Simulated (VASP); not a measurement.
**PbS: single point with PBEsol**

PbS:

```
CELL_PARAMETERS angstrom
2.03749 -5.86899 0.00000
2.03749 5.86899 0.00000
0.00000 0.00000 4.19196
ATOMIC_POSITIONS crystal
Pb 0.13056 0.86944 0.25000
Pb 0.86944 0.13056 0.75000
S 0.35480 0.64520 0.25000
S 0.64520 0.35480 0.75000
```

| Property | Result |
| --- | --- |
| Program | VASP 6.6.1 |
| Task | single point |
| Functional | PBEsol |
| Potentials or basis | VASP PAW PBE potentials, release 64 (Pb_d, S) |
| Cutoff | 520 eV |
| k mesh | 7 × 7 × 6 |
| Occupations | fermi-dirac, width 0.05 eV |
| Spin | no spin polarisation |
| Dipole correction | no |
| Further INCAR settings | ALGO = Normal; EDIFF = 1e-06; NBANDS = 28 |

* Pressure: 1.6 GPa
* Largest force: 0.368 eV/Å
* Band gap on the k mesh: 1.02 eV (least direct gap 1.31 eV)

Forces in eV/Å, atoms in the order of the input:
```
Pb   0.000  0.368  0.000
Pb   0.000 -0.368  0.000
S    0.000 -0.271  0.000
S    0.000  0.271  0.000
```

Stress tensor (GPa, compression positive):
```
1.60 0.00 0.00
0.00 1.93 0.00
0.00 0.00 1.40
```

Levels at points of the mesh, in eV from the valence-band top:
| k point | band 17 | band 18 | band 19 | band 20 | band 21 | band 22 | band 23 | band 24 |
| --- | --- | --- | --- | --- | --- | --- | --- | --- |
| (0.00, 0.00, 0.00) | -2.68 | -1.89 | -1.69 | -0.56 | 4.45 | 4.77 | 4.98 | 5.80 |
| (0.00, 0.00, 0.50) | -1.28 | -1.28 | -0.09 | -0.09 | 1.71 | 1.71 | 2.69 | 2.69 |

Run time: 3.5 min on 1 thread of Intel Xeon 8259CL (shared host), peak memory 0.35 GiB.

Caveat: the PAW data sets were made with another functional, which shifts forces and pressure a little; spin-orbit coupling is left out, which moves the levels of the heavy elements; an odd mesh through Γ misses points on the zone boundary, where band edges can lie.
